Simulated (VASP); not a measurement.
ScAl, 2 atoms in the cell. It takes space group Pm-3m (No. 221, cubic). Conventional cell: a = 3.193 Å, b = 3.193 Å, c = 3.193 Å, α = 90.00°, β = 90.00°, γ = 90.00°. Within 3.6 Å of Sc (site symmetry m-3m) lie 8 Al at 2.76 Å and 6 Sc at 3.19 Å. Al (site symmetry m-3m) has 8 Sc at 2.76 Å and 6 Al at 3.19 Å within 3.6 Å. 

```yaml
Program: VASP 6.6.1
Task: single point
Functional: LDA
Potentials_or_basis: VASP PAW LDA potentials, release 64 (Sc_sv, Al)
Cutoff: 520 eV
k_mesh: 11 × 11 × 11
Occupations: fermi-dirac, width 0.05 eV
Spin: no spin polarisation
Dipole_correction: no
Further_INCAR_settings: ALGO = Normal; EDIFF = 1e-06; NBANDS = 14
```

Potentials or basis: VASP PAW LDA potentials, release 64 (Sc_sv, Al).

The run is started by

```bash
$ cat potpaw_LDA.64/Sc_sv/POTCAR potpaw_LDA.64/Al/POTCAR > POTCAR
$ mpirun -np 1 vasp_std > vasp.out
```

Hardware: 1 thread of Intel Xeon 8259CL, on a shared host.

Problem. Estimate the wall time of this run.

Solution. It took 27 s on 1 thread of Intel Xeon 8259CL (shared host), peak memory 0.14 GiB. Counts: scf iterations 13, k points 56.
